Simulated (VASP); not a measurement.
# Mo (I4/mmm) in VASP: further runs

Mo is run at these levels: LDA; tasks: single point.

Program: VASP 6.6.1. These are calculated values, not measurements. Logs are shortened: lines on timing, memory, paths and dates and some standing lists are left out, and cuts for length are marked.

## (1) The cell of the first run

Symmetry: I4/mmm, No. 139, tetragonal system. The conventional cell has a = 2.539 Å, b = 2.539 Å, c = 5.077 Å, α = 90.00°, β = 90.00°, γ = 90.00°. Mo (site symmetry 4/mmm) has 12 Mo at 2.54 to 3.11 Å within 3.4 Å.

## (2) Single point, LDA

File INCAR:

```
ALGO = Fast
EDIFF = 1E-6
ENCUT = 520
ISIF = 2
ISMEAR = 0
LASPH = True
LCHARG = False
LREAL = False
LWAVE = False
NBANDS = 13
NELM = 80
PREC = Accurate
SIGMA = 0.15
```

File KPOINTS:

```
k-points
0
Gamma
  22 22 22
```

File POSCAR:

```
Mo
1.0
    0.0000000000      1.7952512894      2.5384853232
    1.7952512894      0.0000000000      2.5384853232
    1.7952512894      1.7952512894      0.0000000000
Mo
1
Direct
    0.0000000000      0.0000000000      0.0000000000
```

Potentials or basis: VASP PAW LDA potentials, release 64 (Mo_sv).

Launch:

```bash
> cat potpaw_LDA.64/Mo_sv/POTCAR > POTCAR
> mpirun -np 1 vasp_std > vasp.out
```

OUTCAR:

```text
EDIFF = 1E-6
   ENCUT = 520
   ISIF = 2
   ISMEAR = 0
   LASPH = True
   LREAL = False
   NELM = 80
   PREC = Accurate

 ion  position               nearest neighbor table
   1  0.000  0.000  0.000-

  LATTYP: Found a body centered tetragonal cell.
 ALAT       =     2.5388687213
 C/A-ratio  =     1.9996979772

  Lattice vectors:

 A1 = (  -1.7952512894,   0.0000000000,   2.5384853232)
 A2 = (   1.7952512894,   0.0000000000,   2.5384853232)
 A3 = (   0.0000000000,   1.7952512894,  -2.5384853232)

Analysis of symmetry for initial positions (statically):
=====================================================================
 Subroutine PRICEL returns:
 Original cell was already a primitive cell.

 Routine SETGRP: Setting up the symmetry group for a
 body centered tetragonal supercell.

 Subroutine GETGRP returns: Found 16 space group operations
 (whereof 16 operations were pure point group operations)
 out of a pool of 16 trial point group operations.

The static configuration has the point symmetry D_4h.

Analysis of symmetry for dynamics (positions and initial velocities):
=====================================================================
 Subroutine PRICEL returns:
 Original cell was already a primitive cell.

 Routine SETGRP: Setting up the symmetry group for a
 body centered tetragonal supercell.

 Subroutine GETGRP returns: Found 16 space group operations
 (whereof 16 operations were pure point group operations)
 out of a pool of 16 trial point group operations.

The dynamic configuration has the point symmetry D_4h.

 Subroutine INISYM returns: Found 16 space group operations
 (whereof 16 operations are pure point group operations),
 and found     1 'primitive' translations

----------------------------------------------------------------------------------------

                                     Primitive cell

  volume of cell :      16.3627

  direct lattice vectors                    reciprocal lattice vectors
     0.000000000  1.795251289  2.538485323    -0.278512542  0.278512542  0.196967851
     1.795251289  0.000000000  2.538485323     0.278512542 -0.278512542  0.196967851
     1.795251289  1.795251289  0.000000000     0.278512542  0.278512542 -0.196967851

  length of vectors
     3.109153410  3.109153410  2.538868721     0.440380298  0.440380298  0.440380298

  position of ions in fractional coordinates (direct lattice)
     0.000000000  0.000000000  0.000000000

  ion indices of the primitive-cell ions
   primitive index   ion index
                 1           1

----------------------------------------------------------------------------------------

 KPOINTS: k-points

Automatic generation of k-mesh.
 Grid dimensions read from file:
 generate k-points for:   22   22   22

 Generating k-lattice:

  Cartesian coordinates                     Fractional coordinates (reciprocal lattice)
    -0.012659661  0.012659661  0.008953084     0.045454545  0.000000000  0.000000000
     0.012659661 -0.012659661  0.008953084     0.000000000  0.045454545  0.000000000
     0.012659661  0.012659661 -0.008953084    -0.000000000 -0.000000000  0.045454545

  Length of vectors
     0.020017286  0.020017286  0.020017286

  Shift w.r.t. Gamma in fractional coordinates (k-lattice)
     0.000000000  0.000000000  0.000000000

 Subroutine IBZKPT returns following result:
 ===========================================

 Found    834 irreducible k-points:

 Following reciprocal coordinates:
            Coordinates               Weight
  0.000000  0.000000  0.000000      1.000000
  0.045455 -0.000000  0.000000      8.000000
  0.090909 -0.000000  0.000000      8.000000
  0.136364 -0.000000  0.000000      8.000000
  0.181818 -0.000000  0.000000      8.000000
  0.227273  0.000000  0.000000      8.000000
[... 16 lines left out ...]
  0.500000  0.045455  0.000000      8.000000
 -0.454545  0.045455  0.000000      8.000000
 [... further k-points ...]
   k-points           NKPTS =    834   k-points in BZ     NKDIM =    834   number of bands    NBANDS=     13
   number of dos      NEDOS =    301   number of ions     NIONS =      1
   total plane-waves  NPLWV =  11520
   dimension x,y,z NGX =    24 NGY =   24 NGZ =   20
   dimension x,y,z NGXF=    48 NGYF=   48 NGZF=   40
   ions per type =               1
   NGX,Y,Z   is equivalent  to a cutoff of  12.83, 12.83, 13.10 a.u.
   NGXF,Y,Z  is equivalent  to a cutoff of  25.67, 25.67, 26.19 a.u.
 SYSTEM =  unknown system
   PREC   = accura    normal or accurate (medium, high low for compatibility)
   ISTART =      0    job   : 0-new  1-cont  2-samecut
   ICHARG =      2    charge: 1-file 2-atom 10-const
   ISPIN  =      1    spin polarized calculation?
   LNONCOLLINEAR =      F non collinear calculations
   LSORBIT =      F    spin-orbit coupling
   LASPH  =      T    aspherical Exc in radial PAW
   ENCUT  =  520.0 eV  38.22 Ry    6.18 a.u.   5.78  5.78  4.72*2*pi/ulx,y,z
   NELM   =     80;   NELMIN=  2; NELMDL= -5     # of ELM steps
   EDIFF  = 0.1E-05   stopping-criterion for ELM
   LREAL  =      F    real-space projection
   EDIFFG = 0.1E-04   stopping-criterion for IOM
   NSW    =      0    number of steps for IOM
   IBRION =     -1    ionic relax: 0-MD 1-quasi-New 2-CG
   NFREE  =      0    steps in history (QN), initial steepest desc. (CG)
   ISIF   =      2    stress and relaxation
   ISYM   =      2    0-nonsym 1-usesym 2-fastsym
   POTIM  = 0.5000    time-step for ionic-motion
   TEBEG  =    0.0;   TEEND  =   0.0 temperature during run
   PSTRESS=    0.0 pullay stress
   NELECT =      14.0000    total number of electrons
   NUPDOWN=      -1.0000    fix difference up-down
   EMIN   =  10.00;   EMAX   =-10.00  energy-range for DOS
   EFERMI =   0.00;   METHOD = LEGACY
   ISMEAR =     0;   SIGMA  =   0.15  broadening in eV -4-tet -1-fermi 0-gaus
   EFERMI_NEDOS =   21; number of points for ismear=-14 and -15
   IALGO  =     68    algorithm
   IMIX   =      4    mixing-type and parameters
     AMIX     =   0.40;   BMIX     =  1.00
     AMIX_MAG =   1.60;   BMIX_MAG =  1.00
  volume/ion in A,a.u.               =      16.36       110.42
  Fermi-wavevector in a.u.,A,eV,Ry     =   1.554172  2.936960 32.864208  2.415451
  Thomas-Fermi vector in A             =   2.658297
   LORBIT       =      0    0 simple, 1 ext, 2 COOP (PROOUT), +10 PAW based schemes
   GGA     = CA    functional components
   LHFCALC =     F    Hartree Fock is set to
   AEXX    =    0.0000 exact exchange contribution
   IVDW    =     0    specifies the selected vdW correction
   LEPSILON=     F    determine dielectric tensor
   LRPA    =     F    only Hartree local field effects (RPA)
 non-spin polarized calculation
 RMM-DIIS sequential band-by-band and
 Gauss-broadening in eV      SIGMA  =   0.15
  energy-cutoff  :      520.00
  volume of cell :       16.36
 maximum number of plane-waves:       482
   NGX = 11   NGY = 11   NGZ =  9

 number of electron      13.9999999 magnetization

 Free energy of the ion-electron system (eV)
  ---------------------------------------------------
  ext. energy  EPLUGINS =         0.00000000
  ---------------------------------------------------
  free energy    TOTEN  =       -11.63782669 eV

  energy without entropy =      -11.62964317  energy(sigma->0) =      -11.63373493

 E-fermi :  11.7913     XC(G=0): -13.2920

 val. band max:       11.7762620701   @ k =   0.2727   0.0455   0.0909
 cond. band min:      11.7974595045   @ k =   0.2727  -0.0000   0.1818
 fundamental gap:      0.0211974344
 Fermi energy:        11.7912828012

 k-point     1 :       0.0000    0.0000    0.0000
  band No.  band energies     occupation
      1     -49.2069      2.00000
      2     -23.0273      2.00000
      3     -22.3983      2.00000
      4     -22.3983      2.00000
      5       4.7518      2.00000
      6       8.0750      2.00000
      7       9.6321      2.00000
      8      12.7247      0.00000
      9      12.7247      0.00000
     10      15.8023      0.00000
     11      24.5085      0.00000
     12      26.0614      0.00000
     13      33.0876      0.00000

 k-point     2 :       0.0455   -0.0000    0.0000
  band No.  band energies     occupation
      1     -49.2009      2.00000
      2     -23.0303      2.00000
      3     -22.4386      2.00000
      4     -22.3960      2.00000
      5       4.8387      2.00000
      6       8.1341      2.00000
      7       9.6673      2.00000
      8      12.5960      0.00000
      9      12.7556      0.00000
     10      15.7158      0.00000
     11      24.6535      0.00000
     12      26.2190      0.00000
     13      32.4661      0.00000

 k-point     3 :       0.0909   -0.0000    0.0000
  band No.  band energies     occupation
      1     -49.1834      2.00000
      2     -23.0394      2.00000
      3     -22.5546      2.00000
      4     -22.3893      2.00000
      5       5.0892      2.00000
      6       8.2996      2.00000
      7       9.7767      2.00000
      8      12.2607      0.00001
      9      12.8459      0.00000
     10      15.4725      0.00000
     11      25.0054      0.00000
     12      26.7046      0.00000
     13      31.2931      0.00000

 k-point     4 :       0.1364   -0.0000    0.0000
  band No.  band energies     occupation
      1     -49.1558      2.00000
      2     -23.0566      2.00000
      3     -22.7317      2.00000
      4     -22.3786      2.00000
      5       5.4730      2.00000
      6       8.5347      2.00000
      7       9.9576      2.00000
      8      11.8570      0.53539
      9      12.9867      0.00000
     10      15.1161      0.00000
     11      25.4027      0.00000
     12      27.4581      0.00000
     13      30.1196      0.00000

 k-point     5 :       0.1818   -0.0000    0.0000
  band No.  band energies     occupation
      1     -49.1200      2.00000
      2     -23.0988      2.00000
      3     -22.9342      2.00000
      4     -22.3648      2.00000
      5       5.9377      2.00000
      6       8.7807      2.00000
      7      10.1355      2.00000
      8      11.6281      1.87604
      9      13.1578      0.00000
     10      14.7082      0.00000
     11      25.7050      0.00000
     12      27.9919      0.00000
     13      29.3823      0.00000

 k-point     6 :       0.2273    0.0000    0.0000
  band No.  band energies     occupation
      1     -49.0790      2.00000
      2     -23.2650      2.00000
      3     -23.0407      2.00000
      4     -22.3491      2.00000
      5       6.4067      2.00000
      6       8.9552      2.00000
      7      10.1947      2.00000
      8      11.8696      0.46046
      9      13.3054      0.00000
     10      14.3385      0.00000
     11      25.7374      0.00000
     12      27.3878      0.00000
     13      29.6755      0.00000

 k-point     7 :       0.2727    0.0000    0.0000
  band No.  band energies     occupation
      1     -49.0358      2.00000
      2     -23.5115      2.00000
      3     -23.0719      2.00000
      4     -22.3326      2.00000
      5       6.7815      2.00000
      6       8.9628      2.00000
      7      10.3670      2.00000
      8      12.5200      0.00000
      9      13.2876      0.00000
     10      14.1731      0.00000
     11      25.3891      0.00000
     12      26.3412      0.00000
     13      30.1684      0.00000
[... 193 lines left out ...]
 k-point    20 :       0.3636    0.0455    0.0000
  band No.  band energies     occupation
      1     -48.9872      2.00000
      2     -23.7713      2.00000
      3     -23.1306      2.00000
      4     -22.3240      2.00000
      5       7.0119      2.00000
      6       8.7504      2.00000
      7      11.2867      2.00000
      8      13.0400      0.00000
      9      13.5261      0.00000
     10      14.5014      0.00000
     11      24.3040      0.00000
     12      24.6414      0.00000
     13      32.0623      0.00000

 k-point    21 :       0.4091    0.0455    0.0000
  band No.  band energies     occupation
      1     -48.9516      2.00000
      2     -23.9739      2.00000
      3     -23.1408      2.00000
      4     -22.3086      2.00000
      5       6.9832      2.00000
      6       8.7382      2.00000
      7      12.0790      0.00667
      8      12.7640      0.00000
      9      14.1891      0.00000
     10      14.6578      0.00000
     11      23.3734      0.00000
     12      24.0459      0.00000
     13      32.3781      0.00000

 k-point    22 :       0.4545    0.0455    0.0000
  band No.  band energies     occupation
      1     -48.9244      2.00000
      2     -24.1288      2.00000
      3     -23.1435      2.00000
      4     -22.2959      2.00000
      5       6.9035      2.00000
      6       8.7741      2.00000
      7      12.5431      0.00000
      8      12.7638      0.00000
      9      14.7093      0.00000
     10      14.7802      0.00000
     11      22.8147      0.00000
     12      23.5749      0.00000
     13      31.6199      0.00000

 k-point    23 :       0.5000    0.0455    0.0000
  band No.  band energies     occupation
      1     -48.9079      2.00000
      2     -24.2242      2.00000
      3     -23.1398      2.00000
      4     -22.2869      2.00000
      5       6.8461      2.00000
      6       8.8230      2.00000
      7      12.4055      0.00000
      8      13.0623      0.00000
      9      14.8318      0.00000
     10      15.1078      0.00000
     11      22.7242      0.00000
     12      23.2367      0.00000
     13      30.9400      0.00000

 k-point    24 :      -0.4545    0.0455    0.0000
  band No.  band energies     occupation
      1     -48.9036      2.00000
      2     -24.2533      2.00000
      3     -23.1308      2.00000
      4     -22.2824      2.00000
      5       6.8482      2.00000
      6       8.8610      2.00000
      7      12.3637      0.00000
      8      12.8104      0.00000
      9      14.7974      0.00000
     10      15.4294      0.00000
     11      22.9571      0.00000
     12      23.1153      0.00000
     13      30.7845      0.00000

 [... further k-points ...]
[... 5 lines left out ...]
  --------------------------------------------------------------------------------------
  -------------------------------------------------------------------------------------
  Total        0.1270212      0.1270212     -2.9642267      0.0000000      0.0000000     -0.0000000
  in kB       12.4374607     12.4374607   -290.2464066      0.0000000      0.0000000     -0.0000000
  external PRESSURE =     -88.4571617 kB  Pullay stress =       0.0000000 kB

 VOLUME and BASIS-vectors are now :
 -----------------------------------------------------------------------------
  energy-cutoff  :      520.00
  volume of cell :       16.36
      direct lattice vectors                 reciprocal lattice vectors
     0.000000000  1.795251289  2.538485323    -0.278512542  0.278512542  0.196967851
     1.795251289  0.000000000  2.538485323     0.278512542 -0.278512542  0.196967851
     1.795251289  1.795251289  0.000000000     0.278512542  0.278512542 -0.196967851

 POSITION                                       TOTAL-FORCE (eV/Angst)
 -----------------------------------------------------------------------------------
      0.00000      0.00000      0.00000        -0.000000      0.000000      0.000000
 -----------------------------------------------------------------------------------
    total drift:                                0.000000      0.000000     -0.000000

  FREE ENERGIE OF THE ION-ELECTRON SYSTEM (eV)
  ---------------------------------------------------
  free  energy   TOTEN  =       -11.6378266853 eV

  energy  without entropy=      -11.6296431739  energy(sigma->0) =      -11.63373493
```

It took 2.9 min on 1 thread of Intel Xeon 8259CL, shared host; peak memory 0.27 GiB.

What came out:

* Free energy: -11.6378 eV
* Pressure: -8.8 GPa
* Band gap on the k mesh: zero (bands 7 and 8 overlap by 2.23 eV)

Stress tensor (GPa, compression positive):
```
  1.24   0.00   0.00
  0.00   1.24   0.00
  0.00   0.00 -29.02
```

Levels at points of the mesh, in eV from the Fermi level:
| k point | band 3 | band 4 | band 5 | band 6 | band 7 | band 8 | band 9 | band 10 | band 11 | band 12 |
| --- | --- | --- | --- | --- | --- | --- | --- | --- | --- | --- |
| (0.00, 0.00, 0.00) | -34.19 | -34.19 | -7.04 | -3.72 | -2.16 | 0.93 | 0.93 | 4.01 | 12.72 | 14.27 |
| (0.50, 0.00, 0.00) | -34.92 | -34.07 | -5.00 | -2.92 | 0.56 | 1.43 | 3.03 | 3.23 | 11.15 | 11.31 |
| (0.50, 0.50, 0.00) | -34.29 | -34.29 | -5.14 | -4.68 | -0.14 | 3.56 | 3.56 | 4.37 | 8.09 | 15.74 |
| (0.50, 0.00, 0.50) | -35.65 | -34.75 | -5.70 | -4.11 | 0.97 | 2.25 | 5.95 | 6.70 | 9.08 | 13.48 |

Caveat: the stress differs along the axes, from -29 to 1 GPa.

[end of part 1 of 2]

The gap in the log of VASP goes by the Fermi energy; the results here count the filled bands.